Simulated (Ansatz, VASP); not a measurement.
## NaH: VASP beside Ansatz

INCAR

```
PREC = Accurate
ENCUT = 500
EDIFF = 1E-6
ISMEAR = 0
SIGMA = 0.05
LREAL = F
LASPH = T
NELM = 120
ALGO = Normal
ISIF = 2
LWAVE = F
LCHARG = F
GGA = PS
NBANDS = 11
GGA_COMPAT = F
```

File KPOINTS:

```
Automatic mesh
0
Gamma
  10 10 10
```

Contents of POSCAR:

```
NaH
1.0
    2.9551240000      0.0000000000      0.0000000000
    0.0000000000      2.9551240000      0.0000000000
    0.0000000000      0.0000000000      2.9551240000
Na H
1 1
Direct
   -0.0126898228      0.0000000000      0.0000000000
    0.5000000000      0.5000000000      0.5000000000
```

Input for Ansatz:

```yaml
crystal:
  lattice:
    - [2.955124, 0.0, 0.0]
    - [0.0, 2.955124, 0.0]
    - [0.0, 0.0, 2.955124]
  atoms:
    - { symbol: Na, position: [-0.0126898228, 0.0, 0.0] }
    - { symbol: H, position: [0.5, 0.5, 0.5] }
basis:
  ecutwfc: 420
kpoints:
  mp_grid: { grid: [10, 10, 10] }
hamiltonian:
  xc: pbesol
scf:
  occupations: { method: gaussian, width: 0.05 }
output:
  forces: true
  stress: true
  eigenvalues: true
```

Change from the starting cell: all Na atoms moved +0.037 Å, as atom 1 towards its neighbour atom 1 (Na) at 2.955 Å.

Alike in both runs: task single point; functional PBEsol; k mesh 10 × 10 × 10; occupations gaussian, width 0.05 eV; no spin polarisation.

```csv
,VASP,Ansatz
version,VASP 6.6.1,Ansatz 0.2.0
potentials or method,"VASP PAW PBE potentials, release 64 (Na_pv, H), cutoff 500 eV","scalar-relativistic, plane waves, PAW"
valence electrons in the cell,8,10
```

|  | VASP | Ansatz | Ansatz less VASP |
| --- | --- | --- | --- |
| gap on the k mesh at the Fermi level (eV) | 0.80 | 0.81 | +0.001 |
| least direct gap on the mesh (eV) | 4.31 | 4.31 | +0.004 |
| pressure (GPa) | -0.5 | -0.4 | +0.07 |
| rms of the force components (eV/Å) | 0.009 | 0.009 | -0.0001 |

VASP's potentials were made for PBE, not for PBEsol. Atom by atom the forces differ by 0.000 eV/Å (rms over components). VASP's potentials hold 8 valence electrons a cell and Ansatz's 10, so a difference there can come from the potentials and not from the codes.
